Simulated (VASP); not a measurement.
# Sr (I4/mmm) in VASP: a series of runs

The runs below take Sr through single point, with r2SCAN.

Program: VASP 6.6.1. These are calculated values, not measurements. Logs are shortened: lines on timing, memory, paths and dates and some standing lists are left out, and cuts for length are marked.

## Step 1: The cell of the first run

Symmetry: I4/mmm, No. 139, tetragonal system. The conventional cell has a = 4.995 Å, b = 4.995 Å, c = 4.705 Å, α = 90.00°, β = 90.00°, γ = 90.00°. Within 5.6 Å of Sr (site symmetry 4/mmm) lie 14 Sr at 4.24 to 5.00 Å.

## Step 2: Single point, r2SCAN (strain +0.030 along x and y, -0.030 along z)

Contents of POSCAR:

```
Sr
1.0
   -2.4977500000      2.4977500000      2.3522500000
    2.4977500000     -2.4977500000      2.3522500000
    2.4977500000      2.4977500000     -2.3522500000
Sr
1
Direct
    0.0000000000      0.0000000000      0.0000000000
```

Contents of INCAR.step1:

```
SYSTEM = Sr
PREC = Accurate
ENCUT = 520
ISMEAR = 0
SIGMA = 0.15
LREAL = .FALSE.
LASPH = .TRUE.
NELM = 60
NBANDS = 11
GGA = PE
ALGO = Normal
EDIFF = 1E-4
LWAVE = .TRUE.
LCHARG = .FALSE.
```

Contents of INCAR.step2:

```
SYSTEM = Sr
PREC = Accurate
ENCUT = 520
EDIFF = 1E-6
ISMEAR = 0
SIGMA = 0.15
LREAL = .FALSE.
LASPH = .TRUE.
NELM = 60
ALGO = Normal
ISIF = 2
LWAVE = .FALSE.
LCHARG = .TRUE.
METAGGA = R2SCAN
LMIXTAU = .TRUE.
LELF = .TRUE.
LVHAR = .TRUE.
NBANDS = 11
ISTART = 1
```

Contents of KPOINTS:

```
regular mesh
0
G
  14 14 14
  0 0 0
```

Potentials or basis: VASP PAW PBE potentials, release 64 (Sr_sv).

Launch:

```
> cat potpaw_PBE.64/Sr_sv/POTCAR > POTCAR
> cp INCAR.step1 INCAR
> mpirun -np 1 vasp_std > vasp.out
> cp INCAR.step2 INCAR
> mpirun -np 1 vasp_std > vasp.out
```

OUTCAR:

```text
SYSTEM = Sr
   PREC = Accurate
   ENCUT = 520
   EDIFF = 1E-6
   ISMEAR = 0
   LREAL = .FALSE.
   LASPH = .TRUE.
   NELM = 60
   ISIF = 2
   METAGGA = R2SCAN
   ISTART = 1

 ion  position               nearest neighbor table
   1  0.000  0.000  0.000-

  LATTYP: Found a body centered tetragonal cell.
 ALAT       =     4.9955000000
 C/A-ratio  =     0.9417475728

  Lattice vectors:

 A1 = (  -2.4977500000,   2.4977500000,   2.3522500000)
 A2 = (   2.4977500000,  -2.4977500000,   2.3522500000)
 A3 = (   2.4977500000,   2.4977500000,  -2.3522500000)

Analysis of symmetry for initial positions (statically):
=====================================================================
 Subroutine PRICEL returns:
 Original cell was already a primitive cell.

 Routine SETGRP: Setting up the symmetry group for a
 body centered tetragonal supercell.

 Subroutine GETGRP returns: Found 16 space group operations
 (whereof 16 operations were pure point group operations)
 out of a pool of 16 trial point group operations.

The static configuration has the point symmetry D_4h.

Analysis of symmetry for dynamics (positions and initial velocities):
=====================================================================
 Subroutine PRICEL returns:
 Original cell was already a primitive cell.

 Routine SETGRP: Setting up the symmetry group for a
 body centered tetragonal supercell.

 Subroutine GETGRP returns: Found 16 space group operations
 (whereof 16 operations were pure point group operations)
 out of a pool of 16 trial point group operations.

The dynamic configuration has the point symmetry D_4h.

 Subroutine INISYM returns: Found 16 space group operations
 (whereof 16 operations are pure point group operations),
 and found     1 'primitive' translations

----------------------------------------------------------------------------------------

                                     Primitive cell

  volume of cell :      58.7004

  direct lattice vectors                    reciprocal lattice vectors
    -2.497750000  2.497750000  2.352250000     0.000000000  0.200180162  0.212562440
     2.497750000 -2.497750000  2.352250000     0.200180162  0.000000000  0.212562440
     2.497750000  2.497750000 -2.352250000     0.200180162  0.200180162  0.000000000

  length of vectors
     4.243888569  4.243888569  4.243888569     0.291984397  0.291984397  0.283097500

  position of ions in fractional coordinates (direct lattice)
     0.000000000  0.000000000  0.000000000

  ion indices of the primitive-cell ions
   primitive index   ion index
                 1           1

----------------------------------------------------------------------------------------

 KPOINTS: regular mesh

Automatic generation of k-mesh.
 Grid dimensions read from file:
 generate k-points for:   14   14   14

 Generating k-lattice:

  Cartesian coordinates                     Fractional coordinates (reciprocal lattice)
     0.000000000  0.014298583  0.015183031     0.071428571  0.000000000  0.000000000
     0.014298583  0.000000000  0.015183031     0.000000000  0.071428571  0.000000000
     0.014298583  0.014298583  0.000000000     0.000000000  0.000000000  0.071428571

  Length of vectors
     0.020856028  0.020856028  0.020221250

  Shift w.r.t. Gamma in fractional coordinates (k-lattice)
     0.000000000  0.000000000  0.000000000

 Subroutine IBZKPT returns following result:
 ===========================================

 Found    244 irreducible k-points:

 Following reciprocal coordinates:
            Coordinates               Weight
  0.000000  0.000000  0.000000      1.000000
  0.071429  0.000000  0.000000      8.000000
  0.142857  0.000000 -0.000000      8.000000
  0.214286  0.000000 -0.000000      8.000000
  0.285714  0.000000 -0.000000      8.000000
  0.357143  0.000000  0.000000      8.000000
[... 16 lines left out ...]
  0.214286  0.142857 -0.000000     16.000000
  0.285714  0.142857 -0.000000     16.000000
 [... further k-points ...]
   k-points           NKPTS =    244   k-points in BZ     NKDIM =    244   number of bands    NBANDS=     11
   number of dos      NEDOS =    301   number of ions     NIONS =      1
   total plane-waves  NPLWV =  32768
   dimension x,y,z NGX =    32 NGY =   32 NGZ =   32
   dimension x,y,z NGXF=    64 NGYF=   64 NGZF=   64
   ions per type =               1
   NGX,Y,Z   is equivalent  to a cutoff of  12.54, 12.54, 12.54 a.u.
   NGXF,Y,Z  is equivalent  to a cutoff of  25.07, 25.07, 25.07 a.u.
 SYSTEM =  Sr
   PREC   = accura    normal or accurate (medium, high low for compatibility)
   ISTART =      1    job   : 0-new  1-cont  2-samecut
   ICHARG =      0    charge: 1-file 2-atom 10-const
   ISPIN  =      1    spin polarized calculation?
   LNONCOLLINEAR =      F non collinear calculations
   LSORBIT =      F    spin-orbit coupling
   LASPH  =      T    aspherical Exc in radial PAW
   ENCUT  =  520.0 eV  38.22 Ry    6.18 a.u.   7.89  7.89  7.89*2*pi/ulx,y,z
   NELM   =     60;   NELMIN=  2; NELMDL=  0     # of ELM steps
   EDIFF  = 0.1E-05   stopping-criterion for ELM
   LREAL  =      F    real-space projection
[... 7 lines left out ...]
   TEBEG  =    0.0;   TEEND  =   0.0 temperature during run
   PSTRESS=    0.0 pullay stress
   NELECT =      10.0000    total number of electrons
   NUPDOWN=      -1.0000    fix difference up-down
   EMIN   =  10.00;   EMAX   =-10.00  energy-range for DOS
   EFERMI =   0.00;   METHOD = LEGACY
   ISMEAR =     0;   SIGMA  =   0.15  broadening in eV -4-tet -1-fermi 0-gaus
   EFERMI_NEDOS =   21; number of points for ismear=-14 and -15
   IALGO  =     38    algorithm
   IMIX   =      4    mixing-type and parameters
     AMIX     =   0.40;   BMIX     =  1.00
     AMIX_MAG =   1.60;   BMIX_MAG =  1.00
  volume/ion in A,a.u.               =      58.70       396.13
  Fermi-wavevector in a.u.,A,eV,Ry     =   0.907530  1.714983 11.205906  0.823611
  Thomas-Fermi vector in A             =   2.031348
   LORBIT       =      0    0 simple, 1 ext, 2 COOP (PROOUT), +10 PAW based schemes
   METAGGA = R2SCAN    functional components
   LHFCALC =     F    Hartree Fock is set to
   AEXX    =    0.0000 exact exchange contribution
   IVDW    =     0    specifies the selected vdW correction
   LEPSILON=     F    determine dielectric tensor
   LRPA    =     F    only Hartree local field effects (RPA)
 non-spin polarized calculation
 Gauss-broadening in eV      SIGMA  =   0.15
  energy-cutoff  :      520.00
  volume of cell :       58.70
 maximum number of plane-waves:      1612
   NGX = 15   NGY = 15   NGZ = 15

 number of electron      10.0000000 magnetization

 Free energy of the ion-electron system (eV)
  ---------------------------------------------------
  ext. energy  EPLUGINS =         0.00000000
  ---------------------------------------------------
  free energy    TOTEN  =       -15.09253057 eV

  energy without entropy =      -15.07572347  energy(sigma->0) =      -15.08412702

 E-fermi :   1.4022     XC(G=0):  -7.5829

 val. band max:        1.3953613397   @ k =   0.3571   0.2857   0.0000
 cond. band min:       1.4091194641   @ k =  -0.4286  -0.4286   0.2857
 fundamental gap:      0.0137581244
 Fermi energy:         1.4022476085

 k-point     1 :       0.0000    0.0000    0.0000
  band No.  band energies     occupation
      1     -36.7692      2.00000
      2     -18.0412      2.00000
      3     -18.0330      2.00000
      4     -18.0330      2.00000
      5      -2.3399      2.00000
      6       3.8273      0.00000
      7       4.1832      0.00000
      8       4.1832      0.00000
      9       5.0806      0.00000
     10       5.5764      0.00000
     11       9.5418      0.00000

 k-point     2 :       0.0714    0.0000    0.0000
  band No.  band energies     occupation
      1     -36.7686      2.00000
      2     -18.0473      2.00000
      3     -18.0358      2.00000
      4     -18.0354      2.00000
      5      -2.2515      2.00000
      6       3.8140      0.00000
      7       4.1138      0.00000
      8       4.1869      0.00000
      9       5.0583      0.00000
     10       5.4755      0.00000
     11       9.7281      0.00000

 k-point     3 :       0.1429    0.0000   -0.0000
  band No.  band energies     occupation
      1     -36.7669      2.00000
      2     -18.0694      2.00000
      3     -18.0437      2.00000
      4     -18.0371      2.00000
      5      -1.9918      2.00000
      6       3.6598      0.00000
      7       3.8325      0.00000
      8       4.3517      0.00000
      9       5.0511      0.00000
     10       5.3427      0.00000
     11       9.9587      0.00000

 k-point     4 :       0.2143    0.0000   -0.0000
  band No.  band energies     occupation
      1     -36.7644      2.00000
      2     -18.1022      2.00000
      3     -18.0549      2.00000
      4     -18.0382      2.00000
      5      -1.5773      2.00000
      6       3.3439      0.00000
      7       3.3954      0.00000
      8       4.7229      0.00000
      9       5.1507      0.00000
     10       5.3079      0.00000
     11       9.6142      0.00000

 k-point     5 :       0.2857    0.0000   -0.0000
  band No.  band energies     occupation
      1     -36.7616      2.00000
      2     -18.1384      2.00000
      3     -18.0674      2.00000
      4     -18.0392      2.00000
      5      -1.0374      2.00000
      6       2.7948      0.00000
      7       3.1283      0.00000
      8       5.2495      0.00000
      9       5.2702      0.00000
     10       5.4073      0.00000
     11       8.8511      0.00000
[... 211 lines left out ...]
 k-point    21 :      -0.0714    0.0714    0.0000
  band No.  band energies     occupation
      1     -36.7686      2.00000
      2     -18.0436      2.00000
      3     -18.0414      2.00000
      4     -18.0328      2.00000
      5      -2.2570      2.00000
      6       3.7791      0.00000
      7       4.1135      0.00000
      8       4.2630      0.00000
      9       4.9643      0.00000
     10       5.5551      0.00000
     11       9.6455      0.00000

 k-point    22 :       0.1429    0.1429   -0.0000
  band No.  band energies     occupation
      1     -36.7630      2.00000
      2     -18.1186      2.00000
      3     -18.0549      2.00000
      4     -18.0472      2.00000
      5      -1.3175      2.00000
      6       3.1689      0.00000
      7       3.2133      0.00000
      8       4.8880      0.00000
      9       4.9608      0.00000
     10       5.5760      0.00000
     11       9.6819      0.00000

 k-point    23 :       0.2143    0.1429   -0.0000
  band No.  band energies     occupation
      1     -36.7605      2.00000
      2     -18.1469      2.00000
      3     -18.0686      2.00000
      4     -18.0498      2.00000
      5      -0.7828      2.00000
      6       2.7025      0.00000
      7       2.9618      0.00000
      8       4.9646      0.00000
      9       5.3677      0.00000
     10       5.8182      0.00000
     11       8.6645      0.00000

 k-point    24 :       0.2857    0.1429   -0.0000
  band No.  band energies     occupation
      1     -36.7583      2.00000
      2     -18.1705      2.00000
      3     -18.0831      2.00000
      4     -18.0509      2.00000
      5      -0.1702      2.00000
      6       2.2287      0.00000
      7       2.7647      0.00000
      8       5.0297      0.00000
      9       5.9310      0.00000
     10       5.9722      0.00000
     11       7.8257      0.00000

 [... further k-points ...]

------------------------ aborting loop because EDIFF is reached ----------------------------------------

  FORCE on cell =-STRESS in cart. coord.  units (eV):
  Direction    XX          YY          ZZ          XY          YZ          ZX
  --------------------------------------------------------------------------------------
  -------------------------------------------------------------------------------------
  Total       -0.1760563     -0.1760563     -0.1475597      0.0000000      0.0000000      0.0000000
  in kB       -4.8053032     -4.8053032     -4.0275133      0.0000000      0.0000000      0.0000000
  external PRESSURE =      -4.5460399 kB  Pullay stress =       0.0000000 kB

 VOLUME and BASIS-vectors are now :
 -----------------------------------------------------------------------------
  energy-cutoff  :      520.00
  volume of cell :       58.70
      direct lattice vectors                 reciprocal lattice vectors
    -2.497750000  2.497750000  2.352250000     0.000000000  0.200180162  0.212562440
     2.497750000 -2.497750000  2.352250000     0.200180162  0.000000000  0.212562440
     2.497750000  2.497750000 -2.352250000     0.200180162  0.200180162  0.000000000

 POSITION                                       TOTAL-FORCE (eV/Angst)
 -----------------------------------------------------------------------------------
      0.00000      0.00000      0.00000         0.000000      0.000000      0.000000
 -----------------------------------------------------------------------------------
    total drift:                                0.000000      0.000000     -0.000000

  FREE ENERGIE OF THE ION-ELECTRON SYSTEM (eV)
  ---------------------------------------------------
  free  energy   TOTEN  =       -15.0925305686 eV

  energy  without entropy=      -15.0757234702  energy(sigma->0) =      -15.08412702
```

It took 2.7 min on 1 thread of Intel Xeon 6975P-C (Granite Rapids), shared host; peak memory 0.3 GiB.

Results:

```yaml
Free_energy: -15.0925 eV
Pressure: -0.5 GPa
Band_gap_on_the_k_mesh: zero (bands 5 and 6 overlap by 0.34 eV)
```

Levels at points of the mesh, in eV from the Fermi level:
```tsv
k point	band 2	band 3	band 4	band 5	band 6	band 7	band 8	band 9
(0.00, 0.00, 0.00)	-19.44	-19.44	-19.44	-3.74	2.43	2.78	2.78	3.68
(0.50, 0.00, 0.00)	-19.60	-19.49	-19.44	-0.88	0.10	1.32	3.83	4.59
(0.50, 0.50, 0.00)	-19.60	-19.49	-19.43	-1.01	-0.08	1.73	3.50	4.28
(0.50, 0.50, 0.50)	-19.56	-19.56	-19.55	-0.08	0.04	3.32	3.32	4.20
```

Caveat: the cell differs from its parent crystal (strain +0.030 along x and y, -0.030 along z); the PAW data sets were made with another functional, which shifts forces and pressure a little.

## Step 3: Single point, r2SCAN (strain +0.030 along x and y, -0.015 along z)

Contents of POSCAR:

```
Sr
1.0
   -2.4977500000      2.4977500000      2.3886250000
    2.4977500000     -2.4977500000      2.3886250000
    2.4977500000      2.4977500000     -2.3886250000
Sr
1
Direct
    0.0000000000      0.0000000000      0.0000000000
```

Contents of INCAR.step1:

```
PREC = Accurate
ENCUT = 520
ISMEAR = 0
SIGMA = 0.15
LREAL = False
LASPH = True
NELM = 100
NBANDS = 11
GGA = PE
ALGO = Normal
EDIFF = 1E-4
LWAVE = True
LCHARG = False
```

Contents of INCAR.step2:

```
PREC = Accurate
ENCUT = 520
EDIFF = 1E-6
ISMEAR = 0
SIGMA = 0.15
LREAL = False
LASPH = True
NELM = 100
ALGO = Normal
ISIF = 2
LWAVE = False
LCHARG = True
METAGGA = R2SCAN
LMIXTAU = True
LELF = True
LVHAR = True
NBANDS = 11
ISTART = 1
```

Contents of KPOINTS:

```
Automatic mesh
0
Gamma
  14 14 14
```

Potentials or basis: VASP PAW PBE potentials, release 64 (Sr_sv).

Launch:

```
> cat potpaw_PBE.64/Sr_sv/POTCAR > POTCAR
> cp INCAR.step1 INCAR
> mpirun -np 1 vasp_std > vasp.out
> cp INCAR.step2 INCAR
> mpirun -np 1 vasp_std > vasp.out
```

Run time: 2.5 min. Hardware: 1 thread of Intel Xeon 6975P-C (Granite Rapids), shared host; peak memory 0.3 GiB.

Results (log left out):

```
Free energy            : -15.0898 eV
Pressure               : -0.6 GPa
Band gap on the k mesh : zero (bands 5 and 6 overlap by 0.32 eV)
```

Levels at points of the mesh, in eV from the Fermi level:
| k point | band 3 | band 4 | band 5 | band 6 | band 7 | band 8 |
| --- | --- | --- | --- | --- | --- | --- |
| (0.00, 0.00, 0.00) | -19.47 | -19.47 | -3.72 | 2.46 | 2.72 | 2.72 |
| (0.50, 0.00, 0.00) | -19.52 | -19.48 | -0.88 | 0.07 | 1.35 | 3.79 |
| (0.50, 0.50, 0.00) | -19.53 | -19.47 | -0.98 | -0.07 | 1.65 | 3.53 |
| (0.50, 0.50, 0.50) | -19.59 | -19.58 | -0.04 | 0.05 | 3.33 | 3.33 |

Caveat: the cell differs from its parent crystal (strain +0.030 along x and y, -0.015 along z); the PAW data sets were made with another functional, which shifts forces and pressure a little.
